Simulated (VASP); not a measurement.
# HfS2 (P-3m1) in VASP: a series of runs, part 2 of 2

VASP 6.6.1. The steps go on from the part before.

**4. Relaxation of shape and atoms at fixed volume, PBEsol+D3(BJ) (19.65 Å³/atom)**

This run uses another cell than the first one, of 19.65 Å³/atom.

Contents of INCAR:

```
ALGO     = Normal         # electronic algorithm
EDIFF    = 1E-7           # SCF threshold, eV
EDIFFG   = -0.01          # ionic threshold
ENCUT    = 500            # plane-wave cutoff, eV
GGA      = PS             # functional
GGA_COMPAT= F            
IBRION   = 2              # ionic algorithm
ISIF     = 4              # what is computed and relaxed
ISMEAR   = 0              # smearing method
IVDW     = 12             # dispersion correction
LASPH    = T              # aspherical terms in the spheres
LCHARG   = F              # write CHGCAR
LREAL    = F              # projectors in reciprocal space
LWAVE    = F              # write WAVECAR
NELM     = 120            # most SCF steps
NELMIN   = 4            
NSW      = 50             # ionic steps
PREC     = Accurate       # precision mode
SIGMA    = 0.02           # smearing width, eV
```

Contents of KPOINTS:

```
k-points
0
Gamma
  12 12 6
```

Contents of POSCAR:

```
HfS2
1.0
    3.5114849062      0.0000000000      0.0000000000
   -1.7557424531      3.0410351338      0.0000000000
    0.0000000000      0.0000000000      5.5215632005
Hf S
1 2
Direct
    0.0000000000      0.0000000000      0.0000000000
    0.6666666667      0.3333333333      0.7381210769
    0.3333333333      0.6666666667      0.2618789231
```

Launch:

```console
> cat potpaw_PBE.64/Hf_pv/POTCAR potpaw_PBE.64/S/POTCAR > POTCAR
> mpirun -np 1 vasp_std > vasp.out
```

Run time: 3.3 min. Hardware: 1 thread of AMD EPYC 7R13 (Zen 3), shared host; peak memory 0.22 GiB.

The run converged. Its results:

```
Free energy                : -25.0326 eV
Energy gained by relaxing  : 3.0 meV/atom
Ionic steps                : 5
Pressure after relaxing    : 1.3 GPa
Band gap on the k mesh     : 0.32 eV (least direct gap 1.40 eV)
Dispersion energy per atom : -0.348 eV
```

The path:
```csv
step,energy change (eV),largest force (eV/Å),pressure (GPa),volume (Å³)
1,0.0000,0.3432,3.21,58.96
2,-0.0075,0.1046,2.01,58.96
3,-0.0083,0.0083,1.46,58.96
4,-0.0089,0.0035,1.38,58.96
5,-0.0090,0.0015,1.34,58.96
```

Final structure:
```cif
data_structure
_symmetry_space_group_name_H-M 'P 1'
_symmetry_Int_Tables_number 1
_cell_length_a 3.5218
_cell_length_b 3.5218
_cell_length_c 5.4894
_cell_angle_alpha 90.000
_cell_angle_beta 90.000
_cell_angle_gamma 120.000
_cell_volume 58.96
loop_
_atom_site_label
_atom_site_type_symbol
_atom_site_fract_x
_atom_site_fract_y
_atom_site_fract_z
_atom_site_occupancy
Hf1 Hf 0.00000 0.00000 0.00000 1
S1 S 0.66667 0.33333 0.73344 1
S2 S 0.33333 0.66667 0.26656 1
```

Levels at points of the mesh, in eV from the valence-band top:
```tsv
k point	band 7	band 8	band 9	band 10	band 11	band 12	band 13	band 14	band 15
(0.00, 0.00, 0.00)	-3.25	-3.25	-0.35	-0.35	0.00	1.57	1.57	1.99	4.77
(0.50, 0.00, 0.00)	-3.40	-3.32	-2.92	-2.83	-1.91	0.49	3.96	4.12	5.88
(0.00, 0.00, 0.50)	-3.15	-3.15	-2.83	-0.68	-0.68	1.47	1.47	2.41	5.70
(0.50, 0.00, 0.50)	-4.52	-3.29	-3.02	-1.29	-1.08	0.32	3.93	4.16	4.93
```

Caveat: semilocal functionals underestimate gaps, and a narrow one can read as zero; the PAW data sets were made with another functional, which shifts forces and pressure a little; spin-orbit coupling is left out, which moves the levels of the heavy elements.

**5. Relaxation of cell and atoms, PBEsol+D3(BJ)**

This run uses another cell than the first one, of 20.26 Å³/atom.

Contents of INCAR:

```
SYSTEM = HfS2
PREC     = Accurate       ! precision mode
ENCUT    = 500            ! plane-wave cutoff, eV
EDIFF    = 1E-7           ! SCF threshold, eV
ISMEAR   = 0              ! smearing method
SIGMA    = 0.02           ! smearing width, eV
LREAL    = .FALSE.        ! projectors in reciprocal space
LASPH    = .TRUE.         ! aspherical terms in the spheres
NELM     = 120            ! most SCF steps
ALGO     = Normal         ! electronic algorithm
ISIF     = 3              ! what is computed and relaxed
LWAVE    = .FALSE.        ! write WAVECAR
LCHARG   = .FALSE.        ! write CHGCAR
GGA      = PS             ! functional
IVDW     = 12             ! dispersion correction
IBRION   = 2              ! ionic algorithm
NSW      = 100            ! ionic steps
EDIFFG   = -0.005         ! ionic threshold
GGA_COMPAT= .FALSE.      
NELMIN   = 4
```

Contents of KPOINTS:

```
regular mesh
0
G
  12 12 6
  0 0 0
```

Contents of POSCAR:

```
HfS2
1.0
    3.5473188598      0.0000000000      0.0000000000
   -1.7736594299      3.0720682479      0.0000000000
    0.0000000000      0.0000000000      5.5779095738
Hf S
1 2
Direct
    0.0000000000      0.0000000000      0.0000000000
    0.6666666667      0.3333333333      0.7381210769
    0.3333333333      0.6666666667      0.2618789231
```

Potentials or basis: VASP PAW PBE potentials, release 64 (Hf_pv, S).

Launch:

```console
> cat potpaw_PBE.64/Hf_pv/POTCAR potpaw_PBE.64/S/POTCAR > POTCAR
> mpirun -np 1 vasp_std > vasp.out
```

OUTCAR:

```text
SYSTEM = HfS2
   PREC = Accurate
   ENCUT = 500
   EDIFF = 1E-7
   ISMEAR = 0
   LREAL = .FALSE.
   LASPH = .TRUE.
   NELM = 120
   ISIF = 3
   GGA = PS
   IVDW = 12
   IBRION = 2
   NSW = 100
   EDIFFG = -0.005
   NELMIN = 4
 IVDW          = 12

 ion  position               nearest neighbor table
   1  0.000  0.000  0.000-   2 2.52   3 2.52   3 2.52   2 2.52   2 2.52   3 2.52
   2  0.667  0.333  0.738-   1 2.52   1 2.52   1 2.52
   3  0.333  0.667  0.262-   1 2.52   1 2.52   1 2.52

  LATTYP: Found a hexagonal cell.
 ALAT       =     3.5473188598
 C/A-ratio  =     1.5724297122

  Lattice vectors:

 A1 = (   3.5473188598,   0.0000000000,   0.0000000000)
 A2 = (  -1.7736594299,   3.0720682479,   0.0000000000)
 A3 = (   0.0000000000,   0.0000000000,   5.5779095738)

Analysis of symmetry for initial positions (statically):
=====================================================================
 Subroutine PRICEL returns:
 Original cell was already a primitive cell.

 Routine SETGRP: Setting up the symmetry group for a
 hexagonal supercell.

 Subroutine GETGRP returns: Found 12 space group operations
 (whereof 12 operations were pure point group operations)
 out of a pool of 24 trial point group operations.

The static configuration has the point symmetry D_3d.

Analysis of symmetry for dynamics (positions and initial velocities):
=====================================================================
 Subroutine PRICEL returns:
 Original cell was already a primitive cell.

 Routine SETGRP: Setting up the symmetry group for a
 hexagonal supercell.

 Subroutine GETGRP returns: Found 12 space group operations
 (whereof 12 operations were pure point group operations)
 out of a pool of 24 trial point group operations.

The dynamic configuration has the point symmetry D_3d.

 Subroutine INISYM returns: Found 12 space group operations
 (whereof 12 operations are pure point group operations),
 and found     1 'primitive' translations

----------------------------------------------------------------------------------------

                                     Primitive cell

  volume of cell :      60.7859

  direct lattice vectors                    reciprocal lattice vectors
     3.547318860  0.000000000  0.000000000     0.281903048  0.162756801  0.000000000
    -1.773659430  3.072068248  0.000000000     0.000000000  0.325513602  0.000000000
     0.000000000  0.000000000  5.577909574     0.000000000  0.000000000  0.179278632

  length of vectors
     3.547318860  3.547318860  5.577909574     0.325513602  0.325513602  0.179278632

  position of ions in fractional coordinates (direct lattice)
     0.000000000  0.000000000  0.000000000
     0.666666667  0.333333333  0.738121077
     0.333333333  0.666666667  0.261878923

  ion indices of the primitive-cell ions
   primitive index   ion index
                 1           1
                 2           2
                 3           3

----------------------------------------------------------------------------------------

 KPOINTS: regular mesh

Automatic generation of k-mesh.
 Grid dimensions read from file:
 generate k-points for:   12   12    6

 Generating k-lattice:

  Cartesian coordinates                     Fractional coordinates (reciprocal lattice)
     0.023491921  0.013563067  0.000000000     0.083333333  0.000000000  0.000000000
     0.000000000  0.027126133  0.000000000     0.000000000  0.083333333  0.000000000
     0.000000000  0.000000000  0.029879772     0.000000000  0.000000000  0.166666667

  Length of vectors
     0.027126133  0.027126133  0.029879772

  Shift w.r.t. Gamma in fractional coordinates (k-lattice)
     0.000000000  0.000000000  0.000000000

 Subroutine IBZKPT returns following result:
 ===========================================

 Found    100 irreducible k-points:

 Following reciprocal coordinates:
            Coordinates               Weight
  0.000000  0.000000  0.000000      1.000000
  0.083333 -0.000000  0.000000      6.000000
  0.166667 -0.000000  0.000000      6.000000
  0.250000  0.000000  0.000000      6.000000
  0.333333 -0.000000  0.000000      6.000000
  0.416667 -0.000000  0.000000      6.000000
[... 16 lines left out ...]
  0.166667 -0.000000  0.166667      6.000000
  0.000000  0.166667  0.166667      6.000000
 [... further k-points ...]
   k-points           NKPTS =    100   k-points in BZ     NKDIM =    100   number of bands    NBANDS=     15
   number of dos      NEDOS =    301   number of ions     NIONS =      3
   total plane-waves  NPLWV =  32928
   dimension x,y,z NGX =    28 NGY =   28 NGZ =   42
   dimension x,y,z NGXF=    56 NGYF=   56 NGZF=   84
   ions per type =               1   2
   NGX,Y,Z   is equivalent  to a cutoff of  13.12, 13.12, 12.52 a.u.
   NGXF,Y,Z  is equivalent  to a cutoff of  26.24, 26.24, 25.04 a.u.
 SYSTEM =  HfS2
   PREC   = accura    normal or accurate (medium, high low for compatibility)
   ISTART =      0    job   : 0-new  1-cont  2-samecut
   ICHARG =      2    charge: 1-file 2-atom 10-const
   ISPIN  =      1    spin polarized calculation?
   LNONCOLLINEAR =      F non collinear calculations
   LSORBIT =      F    spin-orbit coupling
   LASPH  =      T    aspherical Exc in radial PAW
   ENCUT  =  500.0 eV  36.75 Ry    6.06 a.u.   6.47  6.47 10.17*2*pi/ulx,y,z
   NELM   =    120;   NELMIN=  4; NELMDL= -5     # of ELM steps
   EDIFF  = 0.1E-06   stopping-criterion for ELM
   LREAL  =      F    real-space projection
   EDIFFG = -.5E-02   stopping-criterion for IOM
   NSW    =    100    number of steps for IOM
   IBRION =      2    ionic relax: 0-MD 1-quasi-New 2-CG
   NFREE  =      1    steps in history (QN), initial steepest desc. (CG)
   ISIF   =      3    stress and relaxation
   ISYM   =      2    0-nonsym 1-usesym 2-fastsym
   POTIM  = 0.5000    time-step for ionic-motion
   TEBEG  =    0.0;   TEEND  =   0.0 temperature during run
   PSTRESS=    0.0 pullay stress
   NELECT =      22.0000    total number of electrons
   NUPDOWN=      -1.0000    fix difference up-down
   EMIN   =  10.00;   EMAX   =-10.00  energy-range for DOS
   EFERMI =   0.00;   METHOD = LEGACY
   ISMEAR =     0;   SIGMA  =   0.02  broadening in eV -4-tet -1-fermi 0-gaus
   EFERMI_NEDOS =   21; number of points for ismear=-14 and -15
   IALGO  =     38    algorithm
   IMIX   =      4    mixing-type and parameters
     AMIX     =   0.40;   BMIX     =  1.00
     AMIX_MAG =   1.60;   BMIX_MAG =  1.00
  volume/ion in A,a.u.               =      20.26       136.73
  Fermi-wavevector in a.u.,A,eV,Ry     =   1.166670  2.204688 18.519162  1.361120
  Thomas-Fermi vector in A             =   2.303181
   LORBIT       =      0    0 simple, 1 ext, 2 COOP (PROOUT), +10 PAW based schemes
   GGA     = PS    functional components
   LHFCALC =     F    Hartree Fock is set to
   AEXX    =    0.0000 exact exchange contribution
   IVDW    =    12    specifies the selected vdW correction
   LEPSILON=     F    determine dielectric tensor
   LRPA    =     F    only Hartree local field effects (RPA)
 conjugate gradient relaxation of ions
 non-spin polarized calculation
 Gauss-broadening in eV      SIGMA  =   0.02
  energy-cutoff  :      500.00
  volume of cell :       60.79
 maximum number of plane-waves:      1574
 NGX is ok and might be reduce to    28
   NGX = 13   NGY = 13   NGZ = 21

--------------------------------------- Ionic step        1  -------------------------------------------

 number of electron      22.0000000 magnetization

 Free energy of the ion-electron system (eV)
  ---------------------------------------------------
  ext. energy  EPLUGINS =         0.00000000
  ---------------------------------------------------
  free energy    TOTEN  =       -24.02884000 eV

  energy without entropy =      -24.02884000  energy(sigma->0) =      -24.02884000

------------------------ aborting loop because EDIFF is reached ----------------------------------------

 Edisp (eV)   -1.01062

 E8    (eV) :    -0.6675
[... 73 lines left out ...]
--------------------------------------- Ionic step        3  -------------------------------------------

 number of electron      22.0000000 magnetization

 Free energy of the ion-electron system (eV)
  ---------------------------------------------------
  ext. energy  EPLUGINS =         0.00000000
  ---------------------------------------------------
  free energy    TOTEN  =       -24.02570638 eV

  energy without entropy =      -24.02570638  energy(sigma->0) =      -24.02570638

 E-fermi :   4.6831     XC(G=0): -10.3947

 val. band max:        4.5073968752   @ k =   0.0000   0.0000   0.0000
 cond. band min:       4.9841845566   @ k =   0.5000   0.0000   0.5000
 fundamental gap:      0.4767876814
 Fermi energy:         4.6831454758

 k-point     1 :       0.0000    0.0000    0.0000
  band No.  band energies     occupation
      1     -26.3531      2.00000
      2     -26.2182      2.00000
      3     -26.2182      2.00000
      4      -9.3071      2.00000
      5      -7.2004      2.00000
      6      -1.1945      2.00000
      7       1.3677      2.00000
      8       1.3677      2.00000
      9       4.2288      2.00000
     10       4.2288      2.00000
     11       4.5074      2.00000
     12       6.1660      0.00000
     13       6.1660      0.00000
     14       6.6307      0.00000
[... 401 lines left out ...]
      2     -26.2837      2.00000
      3     -26.2328      2.00000
      4      -8.8866      2.00000
      5      -7.3829      2.00000
      6      -0.6005      2.00000
      7       1.1376      2.00000
      8       1.4839      2.00000
      9       2.2342      2.00000
     10       3.6380      2.00000
     11       4.0973      2.00000
     12       5.9404      0.00000
     13       6.9436      0.00000
     14       7.4383      0.00000
     15       9.3413      0.00000

 [... further k-points ...]

------------------------ aborting loop because EDIFF is reached ----------------------------------------

 Edisp (eV)   -1.01411

 E8    (eV) :    -0.6698
[... 26 lines left out ...]
  FREE ENERGIE OF THE ION-ELECTRON SYSTEM (eV)
  ---------------------------------------------------
  free  energy   TOTEN  =       -25.0398123813 eV

  energy  without entropy=      -25.0398123813  energy(sigma->0) =      -25.03981238

 reached required accuracy - stopping structural energy minimisation
```

It took 2.4 min on 1 thread of AMD EPYC 7R13 (Zen 3), shared host; peak memory 0.22 GiB.

What came out:

```yaml
Free_energy: -25.0398 eV
Relaxed_volume: 20.19 Å³/atom
Relaxed_cell: a = 3.543 Å, b = 3.543 Å, c = 5.572 Å, α = 90.00°, β = 90.00°, γ = 120.00°
Space_group_after_relaxing_to_0.1_Å: P-3m1 (No. 164)
Energy_gained_by_relaxing: 0.1 meV/atom
Ionic_steps: 3
Pressure_after_relaxing: 0.0 GPa
Largest_force_after_relaxing: 0.003 eV/Å
Band_gap_on_the_k_mesh: 0.48 eV (least direct gap 1.52 eV)
Dispersion_energy_per_atom: -0.338 eV
```

Forces on the atoms (eV/Å):
```
Hf   0.000  0.000  0.000
S    0.000  0.000 -0.003
S    0.000  0.000  0.003
```

Step by step:
```csv
step,energy change (eV),largest force (eV/Å),pressure (GPa),volume (Å³)
1,0.0000,0.0529,-0.46,60.79
2,0.0004,0.0875,0.68,60.28
3,-0.0004,0.0033,0.00,60.58
```

Final structure:
```
Hf S
1.0
     3.54318    0.00000    0.00000
    -1.77159    3.06848    0.00000
     0.00000    0.00000    5.57204
Hf S
1 2
Cartesian
  0.0000 0.0000 0.0000
  1.7716 1.0228 4.1139
  0.0000 2.0457 1.4582
```

Levels at points of the mesh, in eV from the valence-band top:
```csv
k point,band 7,band 8,band 9,band 10,band 11,band 12,band 13,band 14,band 15
"(0.00, 0.00, 0.00)",-3.14,-3.14,-0.28,-0.28,0.00,1.66,1.66,2.12,4.94
"(0.50, 0.00, 0.00)",-3.25,-3.14,-2.82,-2.66,-1.75,0.65,3.98,4.11,5.95
"(0.00, 0.00, 0.50)",-3.06,-3.06,-2.61,-0.55,-0.55,1.57,1.57,2.52,5.74
"(0.50, 0.00, 0.50)",-4.28,-3.13,-2.88,-1.24,-1.04,0.48,3.95,4.15,5.09
```

Caveat: semilocal functionals underestimate gaps, and a narrow one can read as zero; the PAW data sets were made with another functional, which shifts forces and pressure a little; spin-orbit coupling is left out, which moves the levels of the heavy elements. A k mesh can miss the band edges.

**6. Relaxation of shape and atoms at fixed volume, PBEsol+D3(BJ) (20.87 Å³/atom)**

This run uses another cell than the first one, of 20.87 Å³/atom.

Contents of INCAR:

```
PREC = Accurate
ENCUT = 500
EDIFF = 1E-7
ISMEAR = 0
SIGMA = 0.02
LREAL = False
LASPH = True
NELM = 120
ALGO = Normal
ISIF = 4
LWAVE = False
LCHARG = False
GGA = PS
IVDW = 12
IBRION = 2
NSW = 50
EDIFFG = -0.01
GGA_COMPAT = False
NELMIN = 4
```

Contents of KPOINTS:

```
Automatic mesh
0
Gamma
  12 12 6
```

Contents of POSCAR:

```
HfS2
1.0
    3.5824431130      0.0000000000      0.0000000000
   -1.7912215565      3.1024867435      0.0000000000
    0.0000000000      0.0000000000      5.6331399932
Hf S
1 2
Direct
    0.0000000000      0.0000000000      0.0000000000
    0.6666666667      0.3333333333      0.7381210769
    0.3333333333      0.6666666667      0.2618789231
```

Potentials or basis: VASP PAW PBE potentials, release 64 (Hf_pv, S).

Launch:

```console
> cat potpaw_PBE.64/Hf_pv/POTCAR potpaw_PBE.64/S/POTCAR > POTCAR
> mpirun -np 1 vasp_std > vasp.out
```

Wall time 3.4 min (1 thread of AMD EPYC 7R13 (Zen 3), shared host); peak memory 0.22 GiB.

Results (log left out):

```yaml
Free_energy: -25.0319 eV
Energy_gained_by_relaxing: 5.1 meV/atom
Ionic_steps: 5
Pressure_after_relaxing: -1.3 GPa
Largest_force_after_relaxing: 0.006 eV/Å
Band_gap_on_the_k_mesh: 0.67 eV (least direct gap 1.66 eV)
Dispersion_energy_per_atom: -0.327 eV
```

Forces in eV/Å, atoms in the order of the input:
```
Hf   0.000  0.000  0.000
S    0.000  0.000 -0.006
S    0.000  0.000  0.006
```

The path:
```tsv
step	energy change (eV)	largest force (eV/Å)	pressure (GPa)	volume (Å³)
1	0.0000	0.4082	-3.61	62.61
2	-0.0114	0.1603	-2.40	62.61
3	-0.0137	0.0139	-1.53	62.61
4	-0.0151	0.0089	-1.35	62.61
5	-0.0154	0.0057	-1.25	62.61
```

Final structure:
```
Hf S
1.0
     3.56486    0.00000    0.00000
    -1.78243    3.08726    0.00000
     0.00000    0.00000    5.68884
Hf S
1 2
Direct
  0.00000 0.00000 0.00000
  0.66667 0.33333 0.74457
  0.33333 0.66667 0.25543
```

Levels at points of the mesh, in eV from the valence-band top:
| k point | band 8 | band 9 | band 10 | band 11 | band 12 | band 13 | band 14 | band 15 |
| --- | --- | --- | --- | --- | --- | --- | --- | --- |
| (0.00, 0.00, 0.00) | -2.99 | -0.18 | -0.18 | 0.00 | 1.78 | 1.78 | 2.28 | 5.16 |
| (0.50, 0.00, 0.00) | -2.93 | -2.68 | -2.41 | -1.56 | 0.85 | 4.03 | 4.13 | 6.06 |
| (0.00, 0.00, 0.50) | -2.93 | -2.34 | -0.39 | -0.39 | 1.71 | 1.71 | 2.65 | 5.80 |
| (0.50, 0.00, 0.50) | -2.93 | -2.70 | -1.16 | -0.99 | 0.67 | 4.01 | 4.18 | 5.29 |

Caveat: semilocal functionals underestimate gaps, and a narrow one can read as zero; the PAW data sets were made with another functional, which shifts forces and pressure a little; spin-orbit coupling is left out, which moves the levels of the heavy elements. A k mesh can miss the band edges.

**7. Overview**

```tsv
task	cell	gap on the mesh (eV)	pressure (GPa)
relaxation of shape and atoms at fixed volume	relaxed from a = 3.458, b = 3.458, c = 5.342 Å, angles 90.0, 90.0, 120.0°, 3 atoms, atomic positions A	none	5.7
relaxation of shape and atoms at fixed volume	relaxed from a = 3.488, b = 3.488, c = 5.423 Å, angles 90.0, 90.0, 120.0°, 3 atoms, atomic positions B	0.13	3.3
relaxation of shape and atoms at fixed volume	relaxed from a = 3.511, b = 3.511, c = 5.522 Å, angles 90.0, 90.0, 120.0°, 3 atoms, atomic positions C	0.32	1.3
relaxation of cell and atoms	relaxed from a = 3.547, b = 3.547, c = 5.578 Å, angles 90.0, 90.0, 120.0°, 3 atoms, atomic positions C	0.48	0.0
relaxation of shape and atoms at fixed volume	relaxed from a = 3.582, b = 3.582, c = 5.633 Å, angles 90.0, 90.0, 120.0°, 3 atoms, atomic positions C	0.67	-1.3
```

Alike in all rows: level PBEsol+D3(BJ); potentials or basis VASP PAW PBE potentials, release 64 (Hf_pv, S); no spin polarisation; k mesh 12 × 12 × 6; cutoff (eV) 500; smearing gaussian 0.02 eV.

Caveats: the PAW data sets were made with another functional, which shifts forces and pressure a little; spin-orbit coupling is left out, which moves the levels of the heavy elements; semilocal functionals underestimate gaps, and a narrow one can read as zero (at least some runs).

Total energies depend on the potentials used, so only differences within one code and one set of settings carry meaning.

The gap in the log of VASP goes by the Fermi energy; the results here count the filled bands.